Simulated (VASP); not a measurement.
# InPd (Pm-3m) in VASP: notebook, part 3 of 3

VASP 6.6.1. Earlier steps stand in the parts before.

## Step 5: Single point, r2SCAN

This run uses another cell than the first one, of 18.21 Å³/atom, 1.083 times its volume.

Contents of POSCAR:

```
InPd
1.0
    3.3149408331      0.0000000000      0.0000000000
    0.0000000000      3.3149408331      0.0000000000
    0.0000000000      0.0000000000      3.3149408331
In Pd
1 1
Direct
    0.0000000000      0.0000000000      0.0000000000
    0.5000000000      0.5000000000      0.5000000000
```

Contents of INCAR.step1:

```
SYSTEM = InPd
PREC     = Accurate       ! precision mode
ENCUT    = 520            ! plane-wave cutoff, eV
ISMEAR   = -1             ! smearing method
SIGMA    = 0.05           ! smearing width, eV
LREAL    = .False.        ! projectors in reciprocal space
LASPH    = .True.         ! aspherical terms in the spheres
NELM     = 100            ! most SCF steps
NBANDS   = 18             ! bands
GGA      = PE             ! functional
ALGO     = Normal         ! electronic algorithm
EDIFF    = 1E-4           ! SCF threshold, eV
LWAVE    = .True.         ! write WAVECAR
LCHARG   = .False.        ! write CHGCAR
```

Contents of INCAR.step2:

```
SYSTEM = InPd
PREC     = Accurate       ! precision mode
ENCUT    = 520            ! plane-wave cutoff, eV
EDIFF    = 1E-6           ! SCF threshold, eV
ISMEAR   = -1             ! smearing method
SIGMA    = 0.05           ! smearing width, eV
LREAL    = .False.        ! projectors in reciprocal space
LASPH    = .True.         ! aspherical terms in the spheres
NELM     = 100            ! most SCF steps
ALGO     = Normal         ! electronic algorithm
ISIF     = 2              ! what is computed and relaxed
LWAVE    = .False.        ! write WAVECAR
LCHARG   = .False.        ! write CHGCAR
METAGGA  = R2SCAN         ! meta-GGA
LMIXTAU  = .True.       
NBANDS   = 18             ! bands
ISTART   = 1
```

Contents of KPOINTS:

```
Automatic mesh
0
Gamma
  8 8 8
  0 0 0
```

Potentials or basis: VASP PAW PBE potentials, release 64 (In_d, Pd).

Started as:

```sh
> cat potpaw_PBE.64/In_d/POTCAR potpaw_PBE.64/Pd/POTCAR > POTCAR
> cp INCAR.step1 INCAR
> mpirun -np 1 vasp_std > vasp.out
> cp INCAR.step2 INCAR
> mpirun -np 1 vasp_std > vasp.out
```

OUTCAR:

```text
SYSTEM = InPd
   PREC = Accurate
   ENCUT = 520
   EDIFF = 1E-6
   ISMEAR = -1
   LREAL = .False.
   LASPH = .True.
   NELM = 100
   ISIF = 2
   METAGGA = R2SCAN
   ISTART = 1

 ion  position               nearest neighbor table
   1  0.000  0.000  0.000-   2 2.87   2 2.87   2 2.87   2 2.87   2 2.87   2 2.87   2 2.87   2 2.87

   2  0.500  0.500  0.500-   1 2.87   1 2.87   1 2.87   1 2.87   1 2.87   1 2.87   1 2.87   1 2.87

  LATTYP: Found a simple cubic cell.
 ALAT       =     3.3149408331

  Lattice vectors:

 A1 = (   3.3149408331,   0.0000000000,   0.0000000000)
 A2 = (   0.0000000000,   3.3149408331,   0.0000000000)
 A3 = (   0.0000000000,   0.0000000000,   3.3149408331)

Analysis of symmetry for initial positions (statically):
=====================================================================
 Subroutine PRICEL returns:
 Original cell was already a primitive cell.

 Routine SETGRP: Setting up the symmetry group for a
 simple cubic supercell.

 Subroutine GETGRP returns: Found 48 space group operations
 (whereof 48 operations were pure point group operations)
 out of a pool of 48 trial point group operations.

[... 155 lines left out ...]
  ---------------------------------------------------
  ext. energy  EPLUGINS =         0.00000000
  ---------------------------------------------------
  free energy    TOTEN  =       -46.62686315 eV

  energy without entropy =      -46.61700955  energy(sigma->0) =      -46.62193635

 E-fermi :   9.7209     XC(G=0): -12.9930

 val. band max:        9.7075229476   @ k =   0.3750   0.3750   0.1250
 cond. band min:       9.8670772287   @ k =   0.5000   0.5000   0.5000
 fundamental gap:      0.1595542812
 Fermi energy:         9.7209445292

 k-point     1 :       0.0000    0.0000    0.0000
  band No.  band energies     occupation
      1      -5.6676      2.00000
      2      -5.6676      2.00000
      3      -5.2898      2.00000
      4      -5.2898      2.00000
      5      -5.2898      2.00000
      6      -0.3165      2.00000
[... 481 lines left out ...]
      5      -5.1400      2.00000
      6       3.7029      2.00000
[... 10 lines left out ...]
     17      21.2862      0.00000
     18      23.2882      0.00000

 [... further k-points ...]
[... 5 lines left out ...]
  --------------------------------------------------------------------------------------
  -------------------------------------------------------------------------------------
  Total       -1.0833408     -1.0833408     -1.0833408     -0.0000000     -0.0000000     -0.0000000
  in kB      -47.6483998    -47.6483998    -47.6483998     -0.0000000     -0.0000000     -0.0000000
  external PRESSURE =     -47.6483998 kB  Pullay stress =       0.0000000 kB

 VOLUME and BASIS-vectors are now :
 -----------------------------------------------------------------------------
  energy-cutoff  :      520.00
  volume of cell :       36.43
      direct lattice vectors                 reciprocal lattice vectors
     3.314940833  0.000000000  0.000000000     0.301664509  0.000000000  0.000000000
     0.000000000  3.314940833  0.000000000     0.000000000  0.301664509  0.000000000
     0.000000000  0.000000000  3.314940833     0.000000000  0.000000000  0.301664509

 POSITION                                       TOTAL-FORCE (eV/Angst)
 -----------------------------------------------------------------------------------
      0.00000      0.00000      0.00000         0.000000      0.000000      0.000000
      1.65747      1.65747      1.65747         0.000000      0.000000      0.000000
 -----------------------------------------------------------------------------------
    total drift:                               -0.000000      0.000000      0.000000

  FREE ENERGIE OF THE ION-ELECTRON SYSTEM (eV)
  ---------------------------------------------------
  free  energy   TOTEN  =       -46.6268631536 eV

  energy  without entropy=      -46.6170095502  energy(sigma->0) =      -46.62193635
```

OUTCAR.step1:

```text
SYSTEM = InPd
   PREC = Accurate
   ENCUT = 520
   ISMEAR = -1
   LREAL = .False.
   LASPH = .True.
[... 726 lines left out ...]
      0.00000      0.00000      0.00000         0.000000      0.000000      0.000000
      1.65747      1.65747      1.65747         0.000000      0.000000      0.000000
 -----------------------------------------------------------------------------------
    total drift:                                0.000000      0.000000      0.000000

  FREE ENERGIE OF THE ION-ELECTRON SYSTEM (eV)
  ---------------------------------------------------
  free  energy   TOTEN  =        -8.7494304937 eV

  energy  without entropy=       -8.7392949352  energy(sigma->0) =       -8.74436271
```

Wall time 77 s (1 thread of Intel Xeon Platinum 8488C (Sapphire Rapids), shared host); peak memory 0.17 GiB.

What came out:

```yaml
Free_energy: -46.6269 eV
Pressure: -4.8 GPa
```

Caveat: the PAW data sets were made with another functional, which shifts forces and pressure a little; spin-orbit coupling is left out, which moves the levels of the heavy elements.

## Step 6: Single point, r2SCAN

This run uses another cell than the first one, of 18.56 Å³/atom, 1.104 times its volume.

Contents of POSCAR:

```
InPd
1.0
    3.3360556752      0.0000000000      0.0000000000
    0.0000000000      3.3360556752      0.0000000000
    0.0000000000      0.0000000000      3.3360556752
In Pd
1 1
Direct
    0.0000000000      0.0000000000      0.0000000000
    0.5000000000      0.5000000000      0.5000000000
```

Contents of INCAR.step1:

```
SYSTEM = InPd
PREC = Accurate
ENCUT = 520
ISMEAR = -1
SIGMA = 0.05
LREAL = .FALSE.
LASPH = .TRUE.
NELM = 80
NBANDS = 18
GGA = PE
ALGO = Normal
EDIFF = 1E-4
LWAVE = .TRUE.
LCHARG = .FALSE.
```

Contents of INCAR.step2:

```
SYSTEM = InPd
PREC = Accurate
ENCUT = 520
EDIFF = 1E-6
ISMEAR = -1
SIGMA = 0.05
LREAL = .FALSE.
LASPH = .TRUE.
NELM = 80
ALGO = Normal
ISIF = 2
LWAVE = .FALSE.
LCHARG = .FALSE.
METAGGA = R2SCAN
LMIXTAU = .TRUE.
NBANDS = 18
ISTART = 1
```

Contents of KPOINTS:

```
regular mesh
0
G
  8 8 8
  0 0 0
```

Potentials or basis: VASP PAW PBE potentials, release 64 (In_d, Pd).

Started as:

```sh
> cat potpaw_PBE.64/In_d/POTCAR potpaw_PBE.64/Pd/POTCAR > POTCAR
> cp INCAR.step1 INCAR
> mpirun -np 1 vasp_std > vasp.out
> cp INCAR.step2 INCAR
> mpirun -np 1 vasp_std > vasp.out
```

Run time: 73 s. Hardware: 1 thread of Intel Xeon Platinum 8488C (Sapphire Rapids), shared host; peak memory 0.18 GiB.

It converged, with:

```yaml
Free_energy: -46.6021 eV
Pressure: -6.7 GPa
```

Levels at points of the mesh, in eV from the Fermi level:
| k point | band 10 | band 11 | band 12 | band 13 | band 14 | band 15 |
| --- | --- | --- | --- | --- | --- | --- |
| (0.00, 0.00, 0.00) | -2.16 | -2.16 | 4.48 | 4.48 | 4.48 | 9.44 |
| (0.50, 0.00, 0.00) | -3.07 | -2.21 | -1.05 | 9.66 | 9.66 | 10.07 |
| (0.50, 0.50, 0.00) | -2.12 | -2.12 | -1.63 | 1.42 | 2.52 | 9.74 |
| (0.50, 0.50, 0.50) | -1.59 | 0.05 | 3.98 | 3.98 | 3.98 | 4.43 |

Caveat: the PAW data sets were made with another functional, which shifts forces and pressure a little; spin-orbit coupling is left out, which moves the levels of the heavy elements.

## Step 7: Summary

```csv
cell,gap on the mesh (eV),pressure (GPa)
"a = 3.228 Å, 2 atoms",none,6.1
"a = 3.250 Å, 2 atoms",none,2.8
"a = 3.294 Å, 2 atoms",none,-2.5
"a = 3.315 Å, 2 atoms",none,-4.8
"a = 3.336 Å, 2 atoms",none,-6.7
```

Alike in all rows: task single point; level r2SCAN; potentials or basis VASP PAW PBE potentials, release 64 (In_d, Pd); no spin polarisation; k mesh 8 × 8 × 8; cutoff (eV) 520; smearing fermi-dirac 0.05 eV.

Caveats: the PAW data sets were made with another functional, which shifts forces and pressure a little; spin-orbit coupling is left out, which moves the levels of the heavy elements.

Absolute energies hang on the potentials; compare differences alone.
